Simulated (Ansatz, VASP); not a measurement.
Bi: VASP beside Ansatz

Contents of INCAR:

```
SYSTEM = Bi
  PREC = Accurate
  ENCUT = 520
  EDIFF = 1E-8
  ISMEAR = -1
  SIGMA = 0.03
  LREAL = .FALSE.
  LASPH = .TRUE.
  NELM = 100
  ALGO = Normal
  ISIF = 2
  LWAVE = .FALSE.
  LCHARG = .FALSE.
  GGA = CA
  LEFG = .TRUE.
  NBANDS = 22
```

File KPOINTS:

```
Automatic mesh
0
G
  11 11 11
  0 0 0
```

File POSCAR:

```
Bi
1.0
    2.3175796175      1.3380552160      4.0315490999
   -2.3175796175      1.3380552160      4.0315490999
    0.0000000000     -2.6761104319      4.0315490999
Bi
2
Direct
    0.2338900000      0.2338900000      0.2338900000
    0.7661100000      0.7661100000      0.7661100000
```

Input for Ansatz:

```yaml
crystal:
  lattice:
    - [2.3175796175, 1.338055216, 4.0315490999]
    - [-2.3175796175, 1.338055216, 4.0315490999]
    - [0.0, -2.6761104319, 4.0315490999]
  atoms:
    - { symbol: Bi, position: [0.23389, 0.23389, 0.23389] }
    - { symbol: Bi, position: [0.76611, 0.76611, 0.76611] }
kpoints:
  mp_grid: { grid: [11, 11, 11] }
scf:
  occupations: { method: fermi_dirac, width: 0.03 }
hamiltonian:
  xc: lda
  pseudopotentials: { kind: all_electron, datasets: crystal }
output:
  forces: true
  stress: true
  eigenvalues: true
  efg: { contact_densities: true }
```

Change from the starting cell: volume scaled by 1.06, crystal datasets.

Alike in both runs: task electric field gradients; functional LDA; k mesh 11 × 11 × 11; occupations fermi-dirac, width 0.03 eV; no spin polarisation.

|  | VASP | Ansatz |
| --- | --- | --- |
| version | VASP 6.6.1 | Ansatz 0.2.0 |
| potentials or method | VASP PAW LDA potentials, release 64 (Bi_d), cutoff 520 eV | all-electron PAW with datasets made for the crystal, scalar-relativistic |

Ansatz gave:

| Item | Value |
| --- | --- |
| pressure (GPa) | -4.1 |
| traceless stress, the component that is largest in VASP (GPa) | 0.38 |
| rms of the force components (eV/Å) | 0.116 |
| size of Vzz on the site where it differs most (V/Å²) | 31.0 |

Problem. Estimate VASP's values.

Solution. Pressure (GPa): -4.0; traceless stress, the component that is largest in VASP (GPa): 0.36; rms of the force components (eV/Å): 0.105; size of Vzz on the site where it differs most (V/Å²): 30.7.

LDA's correlation is that of Perdew and Zunger in VASP and of Perdew and Wang (1992) in Ansatz. Atom by atom the forces differ by 0.011 eV/Å (rms over components). Ansatz ran all-electron here, and VASP with PAW potentials.

Neither program's run includes spin-orbit coupling.
